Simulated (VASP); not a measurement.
A run of VASP 6.6.1:

The input INCAR:

```
SYSTEM = Ga2Te2O
ALGO = Normal
EDIFF = 1E-7
EDIFFG = -0.04
ENCUT = 600
GGA = PE
IBRION = 2
ISIF = 3
ISMEAR = 0
LASPH = .True.
LCHARG = .False.
LREAL = .False.
LWAVE = .False.
NELM = 60
NSW = 90
PREC = Accurate
SIGMA = 0.1
```

The input KPOINTS:

```
k-points
0
Gamma
  6 6 4
  0 0 0
```

File POSCAR:

```
Ga2Te2O
1.0
    5.4506138900      0.0000000000      0.0000000000
   -2.7253069400      4.7203700900      0.0000000000
    0.0000000000      0.0000000000      5.3956122400
Ga Te O
2 2 1
Direct
    0.0000000000      0.0000000000      0.2244016900
    0.0000000000      0.0000000000      0.7755983100
    0.3333333300      0.6666666700      0.0000000000
    0.6666666700      0.3333333300      0.0000000000
    0.0000000000      0.0000000000      0.5000000000
```

Potentials or basis: VASP PAW PBE potentials, release 64 (Ga_d, Te, O).

Launch:

```bash
$ cat potpaw_PBE.64/Ga_d/POTCAR potpaw_PBE.64/Te/POTCAR potpaw_PBE.64/O/POTCAR > POTCAR
$ mpirun -np 1 vasp_std > vasp.out
```

Hardware: 1 thread of Oxide Virtual Turin-like Processor (shared host).

Problem. How long does it take, and how much memory?

Solution. Wall time 46 min on 1 thread of Oxide Virtual Turin-like Processor, on a shared host, peak memory 0.38 GiB. Counts: scf iterations 250, k points 21, ion steps 18.
